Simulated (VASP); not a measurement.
# AlRu (P4/mmm) in VASP: notebook, part 2 of 2

VASP 6.6.1.

### Step 3. Single point, PBE (z stretched by -3 % at fixed volume)

Contents of INCAR:

```
SYSTEM = AlRu
PREC = Accurate
ENCUT = 520
EDIFF = 1E-6
ISMEAR = -1
SIGMA = 0.05
LREAL = .FALSE.
LASPH = .TRUE.
NELM = 60
ALGO = Normal
ISIF = 2
LWAVE = .FALSE.
LCHARG = .FALSE.
GGA = PE
NBANDS = 16
```

Contents of KPOINTS:

```
regular mesh
0
G
  12 12 12
  0 0 0
```

Contents of POSCAR:

```
AlRu
1.0
    3.0375095875      0.0000000000      0.0000000000
    0.0000000000      3.0375095875      0.0000000000
    0.0000000000      0.0000000000      2.9018520000
Al Ru
1 1
Direct
    0.0000000000      0.0000000000      0.0000000000
    0.5000000000      0.5000000000      0.5000000000
```

Potentials or basis: VASP PAW PBE potentials, release 64 (Al, Ru_pv).

The run is started by

```console
$ cat potpaw_PBE.64/Al/POTCAR potpaw_PBE.64/Ru_pv/POTCAR > POTCAR
$ mpirun -np 1 vasp_std > vasp.out
```

OUTCAR:

```text
SYSTEM = AlRu
   PREC = Accurate
   ENCUT = 520
   EDIFF = 1E-6
   ISMEAR = -1
   LREAL = .FALSE.
   LASPH = .TRUE.
   NELM = 60
   ISIF = 2
   GGA = PE

 ion  position               nearest neighbor table
   1  0.000  0.000  0.000-   2 2.59   2 2.59   2 2.59   2 2.59   2 2.59   2 2.59   2 2.59   2 2.59

   2  0.500  0.500  0.500-   1 2.59   1 2.59   1 2.59   1 2.59   1 2.59   1 2.59   1 2.59   1 2.59

  LATTYP: Found a simple tetragonal cell.
 ALAT       =     3.0375095875
 C/A-ratio  =     0.9553392068

  Lattice vectors:

 A1 = (   3.0375095875,   0.0000000000,   0.0000000000)
 A2 = (   0.0000000000,   3.0375095875,   0.0000000000)
 A3 = (   0.0000000000,   0.0000000000,   2.9018520000)

Analysis of symmetry for initial positions (statically):
=====================================================================
 Subroutine PRICEL returns:
 Original cell was already a primitive cell.

 Routine SETGRP: Setting up the symmetry group for a
 simple tetragonal supercell.

 Subroutine GETGRP returns: Found 16 space group operations
 (whereof 16 operations were pure point group operations)
 out of a pool of 16 trial point group operations.

The static configuration has the point symmetry D_4h.

Analysis of symmetry for dynamics (positions and initial velocities):
=====================================================================
 Subroutine PRICEL returns:
 Original cell was already a primitive cell.

 Routine SETGRP: Setting up the symmetry group for a
 simple tetragonal supercell.

 Subroutine GETGRP returns: Found 16 space group operations
 (whereof 16 operations were pure point group operations)
 out of a pool of 16 trial point group operations.

The dynamic configuration has the point symmetry D_4h.

 Subroutine INISYM returns: Found 16 space group operations
 (whereof 16 operations are pure point group operations),
 and found     1 'primitive' translations

----------------------------------------------------------------------------------------

                                     Primitive cell

  volume of cell :      26.7738

  direct lattice vectors                    reciprocal lattice vectors
     3.037509588  0.000000000  0.000000000     0.329217068  0.000000000  0.000000000
     0.000000000  3.037509588  0.000000000     0.000000000  0.329217068  0.000000000
     0.000000000  0.000000000  2.901852000     0.000000000  0.000000000  0.344607513

  length of vectors
     3.037509588  3.037509588  2.901852000     0.329217068  0.329217068  0.344607513

  position of ions in fractional coordinates (direct lattice)
     0.000000000  0.000000000  0.000000000
     0.500000000  0.500000000  0.500000000

  ion indices of the primitive-cell ions
   primitive index   ion index
                 1           1
                 2           2

----------------------------------------------------------------------------------------

 KPOINTS: regular mesh

Automatic generation of k-mesh.
 Grid dimensions read from file:
 generate k-points for:   12   12   12

 Generating k-lattice:

  Cartesian coordinates                     Fractional coordinates (reciprocal lattice)
     0.027434756  0.000000000  0.000000000     0.083333333  0.000000000  0.000000000
     0.000000000  0.027434756  0.000000000     0.000000000  0.083333333  0.000000000
     0.000000000  0.000000000  0.028717293     0.000000000  0.000000000  0.083333333

  Length of vectors
     0.027434756  0.027434756  0.028717293

  Shift w.r.t. Gamma in fractional coordinates (k-lattice)
     0.000000000  0.000000000  0.000000000

 Subroutine IBZKPT returns following result:
 ===========================================

 Found    196 irreducible k-points:

 Following reciprocal coordinates:
            Coordinates               Weight
  0.000000  0.000000  0.000000      1.000000
  0.083333  0.000000  0.000000      4.000000
  0.166667  0.000000  0.000000      4.000000
  0.250000  0.000000  0.000000      4.000000
  0.333333  0.000000  0.000000      4.000000
  0.416667  0.000000  0.000000      4.000000
[... 16 lines left out ...]
  0.333333  0.333333  0.000000      4.000000
  0.416667  0.333333  0.000000      8.000000
 [... further k-points ...]
   k-points           NKPTS =    196   k-points in BZ     NKDIM =    196   number of bands    NBANDS=     16
   number of dos      NEDOS =    301   number of ions     NIONS =      2
   total plane-waves  NPLWV =  13824
   dimension x,y,z NGX =    24 NGY =   24 NGZ =   24
   dimension x,y,z NGXF=    48 NGYF=   48 NGZF=   48
   ions per type =               1   1
   NGX,Y,Z   is equivalent  to a cutoff of  13.14, 13.14, 13.75 a.u.
   NGXF,Y,Z  is equivalent  to a cutoff of  26.27, 26.27, 27.50 a.u.
 SYSTEM =  AlRu
   PREC   = accura    normal or accurate (medium, high low for compatibility)
   ISTART =      0    job   : 0-new  1-cont  2-samecut
   ICHARG =      2    charge: 1-file 2-atom 10-const
   ISPIN  =      1    spin polarized calculation?
   LNONCOLLINEAR =      F non collinear calculations
   LSORBIT =      F    spin-orbit coupling
   LASPH  =      T    aspherical Exc in radial PAW
   ENCUT  =  520.0 eV  38.22 Ry    6.18 a.u.   5.65  5.65  5.40*2*pi/ulx,y,z
   NELM   =     60;   NELMIN=  2; NELMDL= -5     # of ELM steps
   EDIFF  = 0.1E-05   stopping-criterion for ELM
   LREAL  =      F    real-space projection
   EDIFFG = 0.1E-04   stopping-criterion for IOM
   NSW    =      0    number of steps for IOM
   IBRION =     -1    ionic relax: 0-MD 1-quasi-New 2-CG
   NFREE  =      0    steps in history (QN), initial steepest desc. (CG)
   ISIF   =      2    stress and relaxation
   ISYM   =      2    0-nonsym 1-usesym 2-fastsym
   POTIM  = 0.5000    time-step for ionic-motion
   TEBEG  =    0.0;   TEEND  =   0.0 temperature during run
   PSTRESS=    0.0 pullay stress
   NELECT =      17.0000    total number of electrons
   NUPDOWN=      -1.0000    fix difference up-down
   EMIN   =  10.00;   EMAX   =-10.00  energy-range for DOS
   EFERMI =   0.00;   METHOD = LEGACY
   ISMEAR =    -1;   SIGMA  =   0.05  broadening in eV -4-tet -1-fermi 0-gaus
   EFERMI_NEDOS =   21; number of points for ismear=-14 and -15
   IALGO  =     38    algorithm
   IMIX   =      4    mixing-type and parameters
     AMIX     =   0.40;   BMIX     =  1.00
     AMIX_MAG =   1.60;   BMIX_MAG =  1.00
  volume/ion in A,a.u.               =      13.39        90.34
  Fermi-wavevector in a.u.,A,eV,Ry     =   1.407087  2.659009 26.938090  1.979894
  Thomas-Fermi vector in A             =   2.529382
   LORBIT       =      0    0 simple, 1 ext, 2 COOP (PROOUT), +10 PAW based schemes
   GGA     = PE    functional components
   LHFCALC =     F    Hartree Fock is set to
   AEXX    =    0.0000 exact exchange contribution
   IVDW    =     0    specifies the selected vdW correction
   LEPSILON=     F    determine dielectric tensor
   LRPA    =     F    only Hartree local field effects (RPA)
 non-spin polarized calculation
  energy-cutoff  :      520.00
  volume of cell :       26.77
 maximum number of plane-waves:       732
 NGX is ok and might be reduce to    24
   NGX = 11   NGY = 11   NGZ = 11

 number of electron      17.0000005 magnetization

 Free energy of the ion-electron system (eV)
  ---------------------------------------------------
  ext. energy  EPLUGINS =         0.00000000
  ---------------------------------------------------
  free energy    TOTEN  =       -14.24727857 eV

  energy without entropy =      -14.23542422  energy(sigma->0) =      -14.24135139

 E-fermi :  10.7208     XC(G=0): -12.5663

 val. band max:       10.7186065370   @ k =   0.5000   0.1667   0.2500
 cond. band min:      10.7294428137   @ k =   0.0833   0.0833   0.4167
 fundamental gap:      0.0108362767
 Fermi energy:        10.7208278672

 k-point     1 :       0.0000    0.0000    0.0000
  band No.  band energies     occupation
      1     -31.0719      2.00000
      2     -31.0719      2.00000
      3     -31.0068      2.00000
      4       1.0394      2.00000
      5       7.1374      2.00000
      6       7.1540      2.00000
[... 8 lines left out ...]
     15      22.8311      0.00000
     16      25.9068      0.00000
[... 419 lines left out ...]
 k-point    24 :       0.4167    0.3333    0.0000
  band No.  band energies     occupation
      1     -31.2235      2.00000
      2     -31.1879      2.00000
      3     -30.9823      2.00000
      4       4.5571      2.00000
      5       6.7354      2.00000
      6       8.6367      2.00000
[... 8 lines left out ...]
     15      23.3618      0.00000
     16      26.5014      0.00000

 [... further k-points ...]

------------------------ aborting loop because EDIFF is reached ----------------------------------------

  FORCE on cell =-STRESS in cart. coord.  units (eV):
  Direction    XX          YY          ZZ          XY          YZ          ZX
  --------------------------------------------------------------------------------------
  -------------------------------------------------------------------------------------
  Total       -0.0264480     -0.0264480      1.4064103      0.0000000      0.0000000     -0.0000000
  in kB       -1.5826789     -1.5826789     84.1612271      0.0000000      0.0000000     -0.0000000
  external PRESSURE =      26.9986231 kB  Pullay stress =       0.0000000 kB

 VOLUME and BASIS-vectors are now :
 -----------------------------------------------------------------------------
  energy-cutoff  :      520.00
  volume of cell :       26.77
      direct lattice vectors                 reciprocal lattice vectors
     3.037509588  0.000000000  0.000000000     0.329217068  0.000000000  0.000000000
     0.000000000  3.037509588  0.000000000     0.000000000  0.329217068  0.000000000
     0.000000000  0.000000000  2.901852000     0.000000000  0.000000000  0.344607513

 POSITION                                       TOTAL-FORCE (eV/Angst)
 -----------------------------------------------------------------------------------
      0.00000      0.00000      0.00000         0.000000      0.000000      0.000000
      1.51875      1.51875      1.45093         0.000000      0.000000      0.000000
 -----------------------------------------------------------------------------------
    total drift:                                0.000000     -0.000000     -0.000000

  FREE ENERGIE OF THE ION-ELECTRON SYSTEM (eV)
  ---------------------------------------------------
  free  energy   TOTEN  =       -14.2472785672 eV

  energy  without entropy=      -14.2354242192  energy(sigma->0) =      -14.24135139
```

It took 16 s on 1 thread of Intel Xeon 6975P-C (Granite Rapids), shared host; peak memory 0.2 GiB.

What came out:

- Free energy: -14.2473 eV
- Pressure: 2.7 GPa

Levels at points of the mesh, in eV from the Fermi level:
| k point | band 7 | band 8 | band 9 | band 10 | band 11 | band 12 |
| --- | --- | --- | --- | --- | --- | --- |
| (0.00, 0.00, 0.00) | -0.02 | 0.29 | 0.29 | 5.61 | 5.61 | 7.04 |
| (0.50, 0.00, 0.00) | -1.78 | -1.24 | 0.51 | 2.03 | 7.43 | 10.63 |
| (0.50, 0.50, 0.00) | -1.54 | -0.88 | -0.88 | 1.33 | 4.88 | 6.01 |
| (0.00, 0.00, 0.50) | -1.80 | -1.80 | 0.30 | 2.81 | 7.42 | 10.64 |
| (0.50, 0.00, 0.50) | -1.39 | -1.23 | -1.11 | 1.60 | 5.57 | 6.31 |
| (0.50, 0.50, 0.50) | 1.46 | 1.79 | 2.58 | 4.04 | 4.04 | 4.34 |
